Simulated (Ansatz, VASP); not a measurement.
**One calculation of S, two programs**

```
CELL_PARAMETERS angstrom
2.39221 0.00000 0.00000
0.00000 2.39221 0.00000
0.00000 0.00000 2.39223
ATOMIC_POSITIONS crystal
S 0.00000 0.00000 0.00000
```

Alike in both runs: task relaxation of cell and atoms; functional PBEsol; k mesh 8 × 8 × 8; occupations gaussian, width 0.1 eV; no spin polarisation.

```csv
,VASP,Ansatz
version,VASP 6.6.1,Ansatz 0.2.0
potentials or method,"VASP PAW PBE potentials, release 64 (S), cutoff 600 eV","scalar-relativistic, plane waves, PAW"
valence electrons in the cell,6,6
```

VASP gave:

- gap on the k mesh at the Fermi level, each at its own relaxed structure (eV): none
- relaxed volume (Å³/atom): 16.66
- relaxed cell length with the largest relative difference (Å): 2.554

Task: What did Ansatz give for the same quantities?

Result: gap on the k mesh at the Fermi level, each at its own relaxed structure (eV): none; relaxed volume (Å³/atom): 16.55; relaxed cell length with the largest relative difference (Å): 2.548.

VASP's potentials were made for PBE, not for PBEsol. A gap of «none» marks a metal or a gap that the smearing closes. Ansatz's warnings: near symmetry operations not taken.

Noted on VASP's run: the volume moved by over 15 % at a fixed basis, so the end points are rough.
